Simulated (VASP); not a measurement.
# InAs (F-43m) in VASP: further runs

The runs below take InAs through single point, with PBEsol.

Program: VASP 6.6.1. These are calculated values, not measurements. Logs are shortened: lines on timing, memory, paths and dates and some standing lists are left out, and cuts for length are marked.

### 1 The cell of the first run

It takes space group F-43m (No. 216, cubic). Conventional cell: a = 5.834 Å, b = 5.834 Å, c = 5.834 Å, α = 90.00°, β = 90.00°, γ = 90.00°. Within 3.3 Å of In (site symmetry -43m) lie 4 As at 2.53 Å. As (site symmetry -43m) has 4 In at 2.53 Å within 3.3 Å.

### 2 Single point, PBEsol (24.82 Å³/atom)

The input, INCAR:

```
  PREC = Accurate
  ENCUT = 520
  EDIFF = 1E-6
  ISMEAR = 0
  SIGMA = 0.1
  LREAL = F
  LASPH = T
  NELM = 80
  ALGO = Normal
  ISIF = 2
  LWAVE = F
  LCHARG = T
  GGA = PS
  LELF = T
  LVHAR = T
  NBANDS = 16
```

The input, KPOINTS:

```
Automatic mesh
0
Gamma
  12 12 12
```

The input, POSCAR:

```
InAs
1.0
    0.0000000000      2.9169108103      2.9169108103
    2.9169108103      0.0000000000      2.9169108103
    2.9169108103      2.9169108103      0.0000000000
In As
1 1
Direct
    0.0000000000      0.0000000000      0.0000000000
    0.2500000000      0.2500000000      0.2500000000
```

Potentials or basis: VASP PAW PBE potentials, release 64 (In_d, As).

Run with:

```console
$ cat potpaw_PBE.64/In_d/POTCAR potpaw_PBE.64/As/POTCAR > POTCAR
$ mpirun -np 1 vasp_std > vasp.out
```

OUTCAR:

```text
PREC = Accurate
   ENCUT = 520
   EDIFF = 1E-6
   ISMEAR = 0
   LREAL = F
   LASPH = T
   NELM = 80
   ISIF = 2
   GGA = PS

 ion  position               nearest neighbor table
   1  0.000  0.000  0.000-   2 2.53   2 2.53   2 2.53   2 2.53
   2  0.250  0.250  0.250-   1 2.53   1 2.53   1 2.53   1 2.53

  LATTYP: Found a face centered cubic cell.
 ALAT       =     5.8338216206

  Lattice vectors:

 A1 = (   0.0000000000,   2.9169108103,   2.9169108103)
 A2 = (   2.9169108103,   0.0000000000,   2.9169108103)
 A3 = (   2.9169108103,   2.9169108103,   0.0000000000)

Analysis of symmetry for initial positions (statically):
=====================================================================
 Subroutine PRICEL returns:
 Original cell was already a primitive cell.

 Routine SETGRP: Setting up the symmetry group for a
 face centered cubic supercell.

 Subroutine GETGRP returns: Found 24 space group operations
 (whereof 24 operations were pure point group operations)
 out of a pool of 48 trial point group operations.

The static configuration has the point symmetry T_d .

Analysis of symmetry for dynamics (positions and initial velocities):
=====================================================================
 Subroutine PRICEL returns:
 Original cell was already a primitive cell.

 Routine SETGRP: Setting up the symmetry group for a
 face centered cubic supercell.

 Subroutine GETGRP returns: Found 24 space group operations
 (whereof 24 operations were pure point group operations)
 out of a pool of 48 trial point group operations.

The dynamic configuration has the point symmetry T_d .

 Subroutine INISYM returns: Found 24 space group operations
 (whereof 24 operations are pure point group operations),
 and found     1 'primitive' translations

----------------------------------------------------------------------------------------

                                     Primitive cell

  volume of cell :      49.6363

  direct lattice vectors                    reciprocal lattice vectors
     0.000000000  2.916910810  2.916910810    -0.171414223  0.171414223  0.171414223
     2.916910810  0.000000000  2.916910810     0.171414223 -0.171414223  0.171414223
     2.916910810  2.916910810  0.000000000     0.171414223  0.171414223 -0.171414223

  length of vectors
     4.125134828  4.125134828  4.125134828     0.296898143  0.296898143  0.296898143

  position of ions in fractional coordinates (direct lattice)
     0.000000000  0.000000000  0.000000000
     0.250000000  0.250000000  0.250000000

  ion indices of the primitive-cell ions
   primitive index   ion index
                 1           1
                 2           2

----------------------------------------------------------------------------------------

 KPOINTS: Automatic mesh

Automatic generation of k-mesh.
 Grid dimensions read from file:
 generate k-points for:   12   12   12

 Generating k-lattice:

  Cartesian coordinates                     Fractional coordinates (reciprocal lattice)
    -0.014284519  0.014284519  0.014284519     0.083333333  0.000000000  0.000000000
     0.014284519 -0.014284519  0.014284519     0.000000000  0.083333333  0.000000000
     0.014284519  0.014284519 -0.014284519     0.000000000  0.000000000  0.083333333

  Length of vectors
     0.024741512  0.024741512  0.024741512

  Shift w.r.t. Gamma in fractional coordinates (k-lattice)
     0.000000000  0.000000000  0.000000000

 Subroutine IBZKPT returns following result:
 ===========================================

 Found     72 irreducible k-points:

 Following reciprocal coordinates:
            Coordinates               Weight
  0.000000  0.000000  0.000000      1.000000
  0.083333  0.000000  0.000000      8.000000
  0.166667  0.000000  0.000000      8.000000
  0.250000  0.000000  0.000000      8.000000
  0.333333  0.000000  0.000000      8.000000
  0.416667  0.000000  0.000000      8.000000
[... 16 lines left out ...]
  0.500000  0.166667  0.000000     24.000000
 -0.416667  0.166667  0.000000     24.000000
 [... further k-points ...]
   k-points           NKPTS =     72   k-points in BZ     NKDIM =     72   number of bands    NBANDS=     16
   number of dos      NEDOS =    301   number of ions     NIONS =      2
   total plane-waves  NPLWV =  32768
   dimension x,y,z NGX =    32 NGY =   32 NGZ =   32
   dimension x,y,z NGXF=    64 NGYF=   64 NGZF=   64
   ions per type =               1   1
   NGX,Y,Z   is equivalent  to a cutoff of  12.90, 12.90, 12.90 a.u.
   NGXF,Y,Z  is equivalent  to a cutoff of  25.79, 25.79, 25.79 a.u.
 SYSTEM =  unknown system
   PREC   = accura    normal or accurate (medium, high low for compatibility)
   ISTART =      0    job   : 0-new  1-cont  2-samecut
   ICHARG =      2    charge: 1-file 2-atom 10-const
   ISPIN  =      1    spin polarized calculation?
   LNONCOLLINEAR =      F non collinear calculations
   LSORBIT =      F    spin-orbit coupling
[... 113 lines left out ...]
      6      -5.8948      2.00000
[... 8 lines left out ...]
     15      14.7821      0.00000
     16      14.7821      0.00000

 k-point     6 :       0.4167    0.0000    0.0000
  band No.  band energies     occupation
      1      -9.2559      2.00000
      2      -9.0276      2.00000
      3      -9.0276      2.00000
      4      -8.8810      2.00000
      5      -8.8810      2.00000
      6      -5.4528      2.00000
[... 8 lines left out ...]
     15      15.8114      0.00000
     16      15.8114      0.00000

 k-point     7 :       0.5000    0.0000    0.0000
  band No.  band energies     occupation
      1      -9.2668      2.00000
      2      -9.0256      2.00000
      3      -9.0256      2.00000
      4      -8.8790      2.00000
      5      -8.8790      2.00000
      6      -5.2567      2.00000
[... 8 lines left out ...]
     15      16.6274      0.00000
     16      16.6274      0.00000

 k-point     8 :       0.0833    0.0833    0.0000
  band No.  band energies     occupation
      1      -9.0972      2.00000
      2      -9.0637      2.00000
      3      -9.0637      2.00000
      4      -8.8940      2.00000
      5      -8.8886      2.00000
      6      -6.9964      2.00000
[... 8 lines left out ...]
     15      14.0808      0.00000
     16      15.5601      0.00000

 k-point     9 :       0.1667    0.0833    0.0000
  band No.  band energies     occupation
      1      -9.1304      2.00000
      2      -9.0553      2.00000
      3      -9.0533      2.00000
      4      -8.8971      2.00000
      5      -8.8866      2.00000
      6      -6.7950      2.00000
[... 8 lines left out ...]
     15      14.7026      0.00000
     16      15.0927      0.00000
[... 172 lines left out ...]
 k-point    19 :       0.1667    0.1667    0.0000
  band No.  band energies     occupation
      1      -9.1586      2.00000
      2      -9.0424      2.00000
      3      -9.0424      2.00000
      4      -8.9041      2.00000
      5      -8.8826      2.00000
      6      -6.6558      2.00000
[... 8 lines left out ...]
     15      15.3971      0.00000
     16      15.7778      0.00000

 k-point    20 :       0.2500    0.1667    0.0000
  band No.  band energies     occupation
      1      -9.1960      2.00000
      2      -9.0304      2.00000
      3      -9.0283      2.00000
      4      -8.9095      2.00000
      5      -8.8790      2.00000
      6      -6.3643      2.00000
[... 8 lines left out ...]
     15      15.6756      0.00000
     16      16.0079      0.00000

 k-point    21 :       0.3333    0.1667    0.0000
  band No.  band energies     occupation
      1      -9.2326      2.00000
      2      -9.0219      2.00000
      3      -9.0157      2.00000
      4      -8.9106      2.00000
      5      -8.8757      2.00000
      6      -5.9550      2.00000
[... 8 lines left out ...]
     15      15.8027      0.00000
     16      15.9178      0.00000

 k-point    22 :       0.4167    0.1667    0.0000
  band No.  band energies     occupation
      1      -9.2612      2.00000
      2      -9.0172      2.00000
      3      -9.0078      2.00000
      4      -8.9063      2.00000
      5      -8.8740      2.00000
      6      -5.4977      2.00000
[... 8 lines left out ...]
     15      15.9669      0.00000
     16      16.6487      0.00000

 k-point    23 :       0.5000    0.1667    0.0000
  band No.  band energies     occupation
      1      -9.2770      2.00000
      2      -9.0159      2.00000
      3      -9.0051      2.00000
      4      -8.8985      2.00000
      5      -8.8759      2.00000
      6      -5.1356      2.00000
[... 8 lines left out ...]
     15      16.3397      0.00000
     16      16.7541      0.00000

 k-point    24 :      -0.4167    0.1667    0.0000
  band No.  band energies     occupation
      1      -9.2770      2.00000
      2      -9.0166      2.00000
      3      -9.0072      2.00000
      4      -8.8909      2.00000
      5      -8.8823      2.00000
      6      -5.0757      2.00000
[... 8 lines left out ...]
     15      15.4835      0.00000
     16      15.9242      0.00000

 [... further k-points ...]

------------------------ aborting loop because EDIFF is reached ----------------------------------------

  FORCE on cell =-STRESS in cart. coord.  units (eV):
  Direction    XX          YY          ZZ          XY          YZ          ZX
  --------------------------------------------------------------------------------------
  -------------------------------------------------------------------------------------
  Total        3.0110645      3.0110645      3.0110645     -0.0000000      0.0000000     -0.0000000
  in kB       97.1921529     97.1921529     97.1921529     -0.0000000      0.0000000     -0.0000000
  external PRESSURE =      97.1921529 kB  Pullay stress =       0.0000000 kB

 VOLUME and BASIS-vectors are now :
 -----------------------------------------------------------------------------
  energy-cutoff  :      520.00
  volume of cell :       49.64
      direct lattice vectors                 reciprocal lattice vectors
     0.000000000  2.916910810  2.916910810    -0.171414223  0.171414223  0.171414223
     2.916910810  0.000000000  2.916910810     0.171414223 -0.171414223  0.171414223
     2.916910810  2.916910810  0.000000000     0.171414223  0.171414223 -0.171414223

 POSITION                                       TOTAL-FORCE (eV/Angst)
 -----------------------------------------------------------------------------------
      0.00000      0.00000      0.00000        -0.000000     -0.000000      0.000000
      1.45846      1.45846      1.45846         0.000000      0.000000     -0.000000
 -----------------------------------------------------------------------------------
    total drift:                                0.000000      0.000000      0.000000

  FREE ENERGIE OF THE ION-ELECTRON SYSTEM (eV)
  ---------------------------------------------------
  free  energy   TOTEN  =        -8.3052622922 eV

  energy  without entropy=       -8.3052421950  energy(sigma->0) =       -8.30525224
```

Wall time 26 s (1 thread of Intel Xeon 6455B, shared host); peak memory 0.21 GiB.

Results:

```yaml
Free_energy: -8.3053 eV
Pressure: 9.7 GPa
Band_gap_on_the_k_mesh: 0.26 eV
```

Levels at points of the mesh, in eV from the valence-band top:
```tsv
k point	band 6	band 7	band 8	band 9	band 10	band 11	band 12	band 13
(0.00, 0.00, 0.00)	-12.65	0.00	0.00	0.00	0.26	3.88	3.88	3.88
(0.50, 0.00, 0.00)	-10.79	-6.42	-1.17	-1.17	1.11	4.66	4.66	6.78
(0.50, 0.50, 0.00)	-10.13	-6.39	-2.74	-2.74	1.24	1.96	9.81	9.98
```

Caveat: the cell stands under pressure; the PAW data sets were made with another functional, which shifts forces and pressure a little; spin-orbit coupling is left out, which moves the levels of the heavy elements.

### 3 Single point, PBEsol (25.66 Å³/atom)

This run uses another cell than the first one, of 25.66 Å³/atom.

The input, INCAR:

```
PREC     = Accurate       # precision mode
ENCUT    = 520            # plane-wave cutoff, eV
EDIFF    = 1E-6           # SCF threshold, eV
ISMEAR   = 0              # smearing method
SIGMA    = 0.1            # smearing width, eV
LREAL    = F              # projectors in reciprocal space
LASPH    = T              # aspherical terms in the spheres
NELM     = 60             # most SCF steps
ALGO     = Normal         # electronic algorithm
ISIF     = 2              # what is computed and relaxed
LWAVE    = F              # write WAVECAR
LCHARG   = T              # write CHGCAR
GGA      = PS             # functional
LELF     = T              # ELF
LVHAR    = T            
NBANDS   = 16             # bands
```

The input, KPOINTS:

```
regular mesh
0
Gamma
  12 12 12
```

The input, POSCAR:

```
InAs
1.0
    0.0000000000      2.9496878325      2.9496878325
    2.9496878325      0.0000000000      2.9496878325
    2.9496878325      2.9496878325      0.0000000000
In As
1 1
Direct
    0.0000000000      0.0000000000      0.0000000000
    0.2500000000      0.2500000000      0.2500000000
```

Potentials or basis: VASP PAW PBE potentials, release 64 (In_d, As).

Run with:

```console
$ cat potpaw_PBE.64/In_d/POTCAR potpaw_PBE.64/As/POTCAR > POTCAR
$ mpirun -np 1 vasp_std > vasp.out
```

Run time: 30 s. Hardware: 1 thread of Intel Xeon 6455B, shared host; peak memory 0.22 GiB.

Results (log left out):

```
Free energy            : -8.3918 eV
Pressure               : 6.6 GPa
Band gap on the k mesh : 0.09 eV
```

Levels at points of the mesh, in eV from the valence-band top:
| k point | band 5 | band 6 | band 7 | band 8 | band 9 | band 10 | band 11 | band 12 | band 13 | band 14 |
| --- | --- | --- | --- | --- | --- | --- | --- | --- | --- | --- |
| (0.00, 0.00, 0.00) | -14.35 | -12.40 | 0.00 | 0.00 | 0.00 | 0.09 | 3.88 | 3.88 | 3.88 | 7.59 |
| (0.50, 0.00, 0.00) | -14.34 | -10.67 | -6.22 | -1.11 | -1.11 | 1.03 | 4.65 | 4.65 | 6.77 | 9.32 |
| (0.50, 0.50, 0.00) | -14.32 | -10.04 | -6.22 | -2.61 | -2.61 | 1.31 | 1.97 | 9.57 | 9.74 | 9.74 |

Caveat: the cell stands under pressure; the PAW data sets were made with another functional, which shifts forces and pressure a little; spin-orbit coupling is left out, which moves the levels of the heavy elements.

### 4 Single point, PBEsol (26.51 Å³/atom)

This run uses another cell than the first one, of 26.51 Å³/atom.

The input, INCAR:

```
ALGO = Normal
EDIFF = 1E-6
ENCUT = 520
GGA = PS
ISIF = 2
ISMEAR = 0
LASPH = True
LCHARG = True
LELF = True
LREAL = False
LVHAR = True
LWAVE = False
NBANDS = 16
NELM = 100
PREC = Accurate
SIGMA = 0.1
```

The input, KPOINTS:

```
k-points
0
Gamma
  12 12 12
```

The input, POSCAR:

```
InAs
1.0
    0.0000000000      2.9817521688      2.9817521688
    2.9817521688      0.0000000000      2.9817521688
    2.9817521688      2.9817521688      0.0000000000
In As
1 1
Direct
    0.0000000000      0.0000000000      0.0000000000
    0.2500000000      0.2500000000      0.2500000000
```

Run with:

```console
$ cat potpaw_PBE.64/In_d/POTCAR potpaw_PBE.64/As/POTCAR > POTCAR
$ mpirun -np 1 vasp_std > vasp.out
```

Run time: 34 s. Hardware: 1 thread of Intel Xeon 6455B, shared host; peak memory 0.22 GiB.

It converged, with:

* Free energy: -8.4486 eV
* Pressure: 4.1 GPa
* Band gap on the k mesh: zero (filled and empty bands touch)

Levels at points of the mesh, in eV from the Fermi level:
```tsv
k point	band 7	band 8	band 9	band 10	band 11	band 12
(0.00, 0.00, 0.00)	-0.13	-0.06	-0.06	-0.06	3.81	3.81
(0.50, 0.00, 0.00)	-6.09	-1.12	-1.12	0.91	4.59	4.59
(0.50, 0.50, 0.00)	-6.13	-2.55	-2.55	1.31	1.92	9.30
```

Caveat: the cell stands under pressure; semilocal functionals underestimate gaps, so a narrow gap can read as zero; the PAW data sets were made with another functional, which shifts forces and pressure a little; spin-orbit coupling is left out, which moves the levels of the heavy elements.

### 5 Single point, PBEsol (29.05 Å³/atom)

This run uses another cell than the first one, of 29.05 Å³/atom.

The input, INCAR:

```
PREC     = Accurate       # precision mode
ENCUT    = 520            # plane-wave cutoff, eV
EDIFF    = 1E-6           # SCF threshold, eV
ISMEAR   = 0              # smearing method
SIGMA    = 0.1            # smearing width, eV
LREAL    = F              # projectors in reciprocal space
LASPH    = T              # aspherical terms in the spheres
NELM     = 60             # most SCF steps
ALGO     = Normal         # electronic algorithm
ISIF     = 2              # what is computed and relaxed
LWAVE    = F              # write WAVECAR
LCHARG   = T              # write CHGCAR
GGA      = PS             # functional
LELF     = T              # ELF
LVHAR    = T            
NBANDS   = 16             # bands
```

The input, KPOINTS:

```
Automatic mesh
0
Gamma
  12 12 12
```

The input, POSCAR:

```
InAs
1.0
    0.0000000000      3.0740292873      3.0740292873
    3.0740292873      0.0000000000      3.0740292873
    3.0740292873      3.0740292873      0.0000000000
In As
1 1
Direct
    0.0000000000      0.0000000000      0.0000000000
    0.2500000000      0.2500000000      0.2500000000
```

Run with:

```console
$ cat potpaw_PBE.64/In_d/POTCAR potpaw_PBE.64/As/POTCAR > POTCAR
$ mpirun -np 1 vasp_std > vasp.out
```

Run time: 42 s. Hardware: 1 thread of Intel Xeon 6455B, shared host; peak memory 0.22 GiB.

It converged, with:

```yaml
Free_energy: -8.4834 eV
Pressure: -1.5 GPa
Band_gap_on_the_k_mesh: zero (filled and empty bands touch)
```

Levels at points of the mesh, in eV from the Fermi level:
```
           k point  band 5  band 6  band 7  band 8  band 9  band 10  band 11  band 12  band 13  band 14
(0.00, 0.00, 0.00)  -14.19  -11.64   -0.59   -0.06   -0.06    -0.06     3.77     3.77     3.77     7.09
(0.50, 0.00, 0.00)  -14.18  -10.31   -5.63   -0.99   -0.99     0.71     4.53     4.53     6.59     8.59
(0.50, 0.50, 0.00)  -14.17   -9.81   -5.74   -2.24   -2.24     1.46     1.91     8.70     8.81     8.81
```

Caveat: semilocal functionals underestimate gaps, so a narrow gap can read as zero; the PAW data sets were made with another functional, which shifts forces and pressure a little; spin-orbit coupling is left out, which moves the levels of the heavy elements.

### 6 Summary

| cell | gap on the mesh (eV) | pressure (GPa) |
| --- | --- | --- |
| a = 4.125 Å, angles 60.0°, 2 atoms | 0.26 | 9.7 |
| a = 4.171 Å, angles 60.0°, 2 atoms | 0.09 | 6.6 |
| a = 4.217 Å, angles 60.0°, 2 atoms | none | 4.1 |
| a = 4.347 Å, angles 60.0°, 2 atoms | none | -1.5 |

Alike in all rows: task single point; level PBEsol; potentials or basis VASP PAW PBE potentials, release 64 (In_d, As); no spin polarisation; k mesh 12 × 12 × 12; cutoff (eV) 520; smearing gaussian 0.1 eV.

Caveats: the PAW data sets were made with another functional, which shifts forces and pressure a little; spin-orbit coupling is left out, which moves the levels of the heavy elements; the cell stands under pressure (at least some runs); semilocal functionals underestimate gaps, so a narrow gap can read as zero (at least some runs).

Absolute energies hang on the potentials; compare differences alone.
